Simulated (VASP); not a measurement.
Wanted: the native input for a VASP 6.6.1 run.

| Property | Result |
| --- | --- |
| Task | single point |
| Functional | PBEsol |
| Potentials or basis | VASP PAW PBE potentials, release 64 (S, Mg) |
| Cutoff | 520 eV |
| k mesh | 9 × 9 × 9 |
| Occupations | fermi-dirac, width 0.05 eV |
| Spin | no spin polarisation |
| Dipole correction | no |
| Further INCAR settings | ALGO = Normal; EDIFF = 1e-06; NBANDS = 11 |

The structure of MgS lies in POSCAR:

```
MgS
1.0
    0.0000000000      2.5909692021      2.5909692021
    2.5909692021      0.0000000000      2.5909692021
    2.5909692021      2.5909692021      0.0000000000
S Mg
1 1
Direct
    0.5000000000      0.5000000000      0.5000000000
    0.0000000000      0.0000000000      0.0000000000
```

One way to write it, as run:

INCAR

```
  ALGO = Normal
  EDIFF = 1E-6
  ENCUT = 520
  GGA = PS
  ISIF = 2
  ISMEAR = -1
  LASPH = T
  LCHARG = F
  LREAL = F
  LWAVE = F
  NBANDS = 11
  NELM = 100
  PREC = Accurate
  SIGMA = 0.05
```

KPOINTS

```
k-points
0
Gamma
  9 9 9
```

Potentials or basis: VASP PAW PBE potentials, release 64 (S, Mg).

Launch:

```console
$ cat potpaw_PBE.64/S/POTCAR potpaw_PBE.64/Mg/POTCAR > POTCAR
$ mpirun -np 1 vasp_std > vasp.out
```

Results of the run:

* Pressure: -0.2 GPa
* Band gap on the k mesh: 2.86 eV (least direct gap 3.69 eV)

Caveat: the PAW data sets were made with another functional, which shifts forces and pressure a little; an odd mesh through Γ misses points on the zone boundary, where band edges can lie.

Run time: 15 s on 1 thread of Intel(R) Xeon(R) Platinum 8259CL CPU @ 2.50GHz (Skylake/Cascade Lake), on a shared host, peak memory 0.16 GiB.
